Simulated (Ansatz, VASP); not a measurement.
**Two plane-wave programs on KBr**

The input INCAR:

```
SYSTEM = KBr
ALGO = Normal ; EDIFF = 1E-6
ENCUT = 520 ; GGA = PE
ISIF = 2 ; ISMEAR = -1
LASPH = .True. ; LCHARG = .False.
LREAL = .False. ; LWAVE = .False.
NBANDS = 15 ; NELM = 80
PREC = Accurate ; SIGMA = 0.02
```

Contents of KPOINTS:

```
k-points
0
Gamma
  6 6 6
  0 0 0
```

The input POSCAR:

```
KBr
1.0
    0.0000000000      3.6882992926      3.8118573189
    3.6882992926      0.0000000000      3.8118573189
    3.6882992926      3.6882992926      0.0000000000
K Br
1 1
Direct
    0.0000000000      0.0000000000      0.0000000000
    0.2500000000      0.2500000000      0.2500000000
```

Input for Ansatz:

```yaml
crystal:
  lattice:
    - [0.0, 3.6882992926, 3.8118573189]
    - [3.6882992926, 0.0, 3.8118573189]
    - [3.6882992926, 3.6882992926, 0.0]
  atoms:
    - { symbol: K, position: [0.0, 0.0, 0.0] }
    - { symbol: Br, position: [0.25, 0.25, 0.25] }
kpoints:
  mp_grid: { grid: [6, 6, 6] }
  band_path:
    path:
      - [0.0, 0.0, 0.0]
      - [-0.5, -0.5, 0.0]
      - [-0.375, -0.375, 0.25]
      - [-0.375, 0.0, 0.375]
      - [0.0, 0.0, 0.5]
      - [-0.5, -0.25, 0.25]
      - [0.25, 0.25, -0.5]
    npoints: 1
hamiltonian:
  xc: pbe
scf:
  occupations: { method: fermi_dirac, width: 0.02 }
  n_extra_bands: 4
output:
  forces: true
  stress: true
  eigenvalues: true
  write_density: true
  write_potential: true
  elf: true
  volumetric_format: npy
```

Change from the starting cell: uniaxial_z strain +3.4%.

Alike in both runs: task single point; functional PBE; k mesh 6 × 6 × 6; occupations fermi-dirac, width 0.02 eV; no spin polarisation.

|  | VASP | Ansatz |
| --- | --- | --- |
| version | VASP 6.6.1 | Ansatz 0.2.0 |
| potentials or method | VASP PAW PBE potentials, release 64 (K_sv, Br) | plane waves, PAW |
| plane-wave cutoff (eV) | 520 | 420 |
| valence electrons in the cell | 16 | 16 |

```tsv
	VASP	Ansatz	Ansatz less VASP
gap on the k mesh at the Fermi level (eV)	4.21	4.21	+0.001
pressure (GPa)	0.0	-0.1	-0.02
```

Ansatz's warnings: xc potential rough in thin density.
